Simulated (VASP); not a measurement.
Runs of VASP 6.6.1 on CaSe. The structure is that of space group Fm-3m (No. 225), or close to it. The cells are those of the table. 

```csv
task,cell,cutoff (eV),gap on the mesh (eV),pressure (GPa)
single point,"a = 4.058 Å, angles 60.0°, 2 atoms",520,1.67,4.2
relaxation of cell and atoms,"relaxed to 4 GPa from a = 4.150 Å, angles 60.0°, 2 atoms",600,1.69,4.0
relaxation of cell and atoms,"relaxed to 7 GPa from a = 4.150 Å, angles 60.0°, 2 atoms",600,1.55,7.0
relaxation of cell and atoms,"relaxed to 1 GPa from a = 4.150 Å, angles 60.0°, 2 atoms",600,1.83,1.0
relaxation of cell and atoms,"relaxed to 10 GPa from a = 4.150 Å, angles 60.0°, 2 atoms",600,(c),10.0
single point,"a = 3.890 Å, angles 60.0°, 2 atoms",520,1.22,(d)
single point,"a = 4.004 Å, angles 60.0°, 2 atoms",520,1.54,7.3
single point,"a = 4.124 Å, angles 60.0°, 2 atoms",520,(a),1.2
single point,"a = 3.956 Å, angles 60.0°, 2 atoms",520,1.41,10.4
single point,"a = 4.101 Å, angles 60.0°, 2 atoms",520,1.77,2.2
relaxation of cell and atoms,"relaxed to 15 GPa from a = 4.150 Å, angles 60.0°, 2 atoms",600,1.23,15.0
relaxation of cell and atoms,"relaxed to 2 GPa from a = 4.150 Å, angles 60.0°, 2 atoms",600,(b),2.0
```

Alike in all rows: level PBEsol; potentials or basis VASP PAW PBE potentials, release 64 (Ca_sv, Se); no spin polarisation; k mesh 8 × 8 × 8; smearing gaussian 0.01 eV.

Q: Estimate the missing entries.

A: (a) 1.82; (b) 1.78; (c) 1.43; (d) 15.4.

Caveats: the PAW data sets were made with another functional, which shifts forces and pressure a little; the cell is relaxed towards a set pressure, so the enthalpy falls and the energy may rise (some runs).

A k mesh can miss the band edges, and the runs leave out spin-orbit coupling on Se.
